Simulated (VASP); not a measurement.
Wanted: the native input for a VASP 6.6.1 run.

```
Task                   : single point
Functional             : PBE
Potentials or basis    : VASP PAW PBE potentials, release 64 (Bi_d, Te)
Cutoff                 : 520 eV
k mesh                 : 14 × 14 × 14
Occupations            : gaussian, width 0.15 eV
Spin                   : no spin polarisation
Dipole correction      : no
Further INCAR settings : ALGO = Normal; EDIFF = 1e-06; NBANDS = 18
```

The structure of BiTe lies in POSCAR:

```
BiTe
1.0
    0.0000000000      3.1379500000      3.1864750000
    3.1379500000      0.0000000000      3.1864750000
    3.1379500000      3.1379500000      0.0000000000
Bi Te
1 1
Direct
    0.0000000000      0.0000000000      0.0000000000
    0.5000000000      0.5000000000      0.5000000000
```

This cell differs from its parent crystal: strain -0.030 along x and y, -0.015 along z.

One way to write it, as run:

INCAR

```
SYSTEM = BiTe
  PREC = Accurate
  ENCUT = 520
  EDIFF = 1E-6
  ISMEAR = 0
  SIGMA = 0.15
  LREAL = .FALSE.
  LASPH = .TRUE.
  NELM = 100
  ALGO = Normal
  ISIF = 2
  LWAVE = .FALSE.
  LCHARG = .TRUE.
  GGA = PE
  LELF = .TRUE.
  LVHAR = .TRUE.
  NBANDS = 18
```

KPOINTS

```
Automatic mesh
0
G
  14 14 14
  0 0 0
```

Potentials or basis: VASP PAW PBE potentials, release 64 (Bi_d, Te).

Command:

```console
$ cat potpaw_PBE.64/Bi_d/POTCAR potpaw_PBE.64/Te/POTCAR > POTCAR
$ mpirun -np 1 vasp_std > vasp.out
```

It gave:

```
Pressure : 5.3 GPa
```

Caveat: the cell differs from its parent crystal (strain -0.030 along x and y, -0.015 along z).

Wall time 3.1 min on 1 thread of Intel Xeon 6975P-C, on a shared host, peak memory 0.41 GiB.
